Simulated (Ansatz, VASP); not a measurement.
WS: VASP and Ansatz over several settings

```
W S
1.0
     3.00789    0.00000    0.00000
     0.00000    3.00789    0.00000
     0.00000    0.00000    3.00789
W S
1 1
Direct
  0.50000 0.50000 0.50000
  0.00000 0.00000 0.00000
```

Single points on this cell with VASP 6.6.1 and Ansatz 0.2.0. Each row is one pair of runs. Alike in all rows: spin: off; k mesh: 5 × 5 × 5; smearing: fermi-dirac, width 0.05 eV; VASP's potentials, cutoff: VASP PAW PBE potentials, release 64 (W_sv, S), 520 eV.

```csv
level,"Ansatz's potentials, cutoff","gap on the k mesh at the Fermi level (eV), VASP","gap on the k mesh at the Fermi level (eV), Ansatz","pressure (GPa), VASP","pressure (GPa), Ansatz"
r2SCAN0,"Ansatz PAW, 500 eV",none,none,-10.2,-9.9
r2SCANh,"Ansatz PAW, 500 eV",none,none,-5.4,-5.7
PBEsol-based global hybrid,"Ansatz PAW, 420 eV",none,none,-14.0,-13.6
PBE0,"Ansatz PAW, 420 eV",none,none,-8.9,-8.4
```

Pressure (GPa): the two programs differ by at most 0.57.

A gap of «none» marks a metal or a gap that the smearing closes.

The k mesh is coarse, so the values compare programs but aren't converged. Spin-orbit coupling is off throughout.
